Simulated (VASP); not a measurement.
The system is Bi2Se3.

```
Bi Se
1.0
     2.07150    1.19598    9.54533
    -2.07150    1.19598    9.54533
     0.00000   -2.39196    9.54533
Bi Se
2 3
Cartesian
  0.0000 0.0000 17.1587
  0.0000 0.0000 11.4773
  0.0000 0.0000 22.5738
  0.0000 0.0000 6.0622
  0.0000 0.0000 0.0000
```

Program: VASP 6.6.1. Alike in all runs: task single point; no spin polarisation; cell as given; cutoff (eV) 520.

Order these runs on this cell by their pressure, lowest first.
A. level PBE; potentials or basis VASP PAW PBE potentials, release 64 (Bi_d, Se); k mesh 6 × 6 × 6; smearing fermi-dirac 0.05 eV
B. level LDA; potentials or basis VASP PAW LDA potentials, release 64 (Bi_d, Se); k mesh 8 × 8 × 8; smearing fermi-dirac 0.05 eV
C. level RPBE; potentials or basis VASP PAW PBE potentials, release 64 (Bi_d, Se); k mesh 8 × 8 × 8; smearing gaussian 0.05 eV

B (-1.7 GPa), A (2.5 GPa), C (4.2 GPa).

Caveats: the cell stands under pressure (at least some runs); the PAW data sets were made with another functional, which shifts forces and pressure a little (at least some runs).
